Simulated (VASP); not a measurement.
# AlGa3N4: single point with PBEsol

AlGa3N4:

```
Al Ga N
1.0
     4.78031    0.00000    0.00000
     0.00000    4.46758    0.00000
     0.00000    0.00000    4.46758
Al Ga N
1 3 4
Cartesian
  0.0000 0.0000 0.0000
  2.3902 2.2338 0.0000
  2.3902 0.0000 2.2338
  0.0000 2.2338 2.2338
  3.6094 3.3732 1.0943
  3.6094 1.0943 3.3732
  1.1710 3.3732 3.3732
  1.1710 1.0943 1.0943
```

This cell differs from its parent crystal: atoms displaced along a vibrational mode, the cell strained.

| Quantity | Value |
| --- | --- |
| Program | VASP 6.6.1 |
| Task | single point |
| Functional | PBEsol |
| Potentials or basis | VASP PAW PBE potentials, release 64 (Al, Ga_d, N) |
| Cutoff | 520 eV |
| k mesh | 6 × 6 × 6 |
| Occupations | gaussian, width 0.05 eV |
| Spin | no spin polarisation |
| Dipole correction | no |
| Further INCAR settings | ALGO = Normal; EDIFF = 1e-06; NBANDS = 41 |

The pressure is -11.6 GPa. The largest force is 0.053 eV/Å and the band gap on the k mesh is 1.71 eV.

Forces in eV/Å, atoms in the order of the input:
```
Al   0.000  0.000  0.000
Ga   0.000  0.000  0.000
Ga   0.000  0.000  0.000
Ga   0.000  0.000  0.000
N   -0.046  0.019 -0.019
N   -0.046 -0.019  0.019
N    0.046  0.019  0.019
N    0.046 -0.019 -0.019
```

Stress tensor (GPa, compression positive):
```
-18.35   0.00   0.00
  0.00  -8.18   0.00
  0.00   0.00  -8.18
```

Levels at points of the mesh, in eV from the valence-band top:
| k point | band 29 | band 30 | band 31 | band 32 | band 33 | band 34 |
| --- | --- | --- | --- | --- | --- | --- |
| (0.00, 0.00, 0.00) | -0.33 | 0.00 | 0.00 | 1.71 | 3.08 | 3.08 |
| (0.50, 0.00, 0.00) | -1.24 | -1.00 | -1.00 | 4.37 | 4.41 | 5.57 |
| (0.00, 0.50, 0.00) | -1.50 | -1.41 | -1.25 | 4.48 | 4.60 | 6.03 |
| (0.50, 0.50, 0.00) | -1.17 | -1.08 | -0.85 | 5.84 | 5.94 | 6.03 |
| (0.00, 0.50, 0.50) | -0.72 | -0.71 | -0.42 | 6.12 | 6.23 | 6.23 |
| (0.50, 0.50, 0.50) | -0.66 | -0.54 | -0.49 | 4.18 | 4.18 | 4.24 |

Run time: 69 s on 1 thread of Intel(R) Xeon(R) 6975P-C (Granite Rapids), with other jobs on the host, peak memory 0.27 GiB.

Caveat: the cell differs from its parent crystal (atoms displaced along a vibrational mode, the cell strained); the cell stands under tension; the PAW data sets were made with another functional, which shifts forces and pressure a little.
